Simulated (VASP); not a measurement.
Input of a VASP 6.6.1 run:

Contents of INCAR:

```
SYSTEM = Ba
PREC     = Accurate       ! precision mode
ENCUT    = 520            ! plane-wave cutoff, eV
EDIFF    = 1E-7           ! SCF threshold, eV
ISMEAR   = -1             ! smearing method
SIGMA    = 0.1            ! smearing width, eV
LREAL    = .FALSE.        ! projectors in reciprocal space
LASPH    = .TRUE.         ! aspherical terms in the spheres
NELM     = 80             ! most SCF steps
ALGO     = Normal         ! electronic algorithm
ISIF     = 2              ! what is computed and relaxed
LWAVE    = .FALSE.        ! write WAVECAR
LCHARG   = .FALSE.        ! write CHGCAR
GGA      = RP             ! functional
NBANDS   = 11             ! bands
```

Contents of KPOINTS:

```
Automatic mesh
0
G
  9 9 9
  0 0 0
```

The input POSCAR:

```
Ba
1.0
    3.9600183654      0.0000000000      0.0000000000
    0.0000000000      3.9600183654      0.0000000000
    0.0000000000      0.0000000000      3.9600183654
Ba
1
Direct
    0.0000000000      0.0000000000      0.0000000000
```

Potentials or basis: VASP PAW PBE potentials, release 64 (Ba_sv).

Launch:

```sh
$ cat potpaw_PBE.64/Ba_sv/POTCAR > POTCAR
$ mpirun -np 1 vasp_std > vasp.out
```

**Question.** Estimate the pressure.

**Answer.** 0.7 GPa.

**Question.** What does it give for the band gap on the k mesh?

**Answer.** 0.14 eV, direct.

Caveat: the PAW data sets were made with another functional, which shifts forces and pressure a little; spin-orbit coupling is left out, which moves the levels of the heavy elements. A k mesh can miss the band edges.
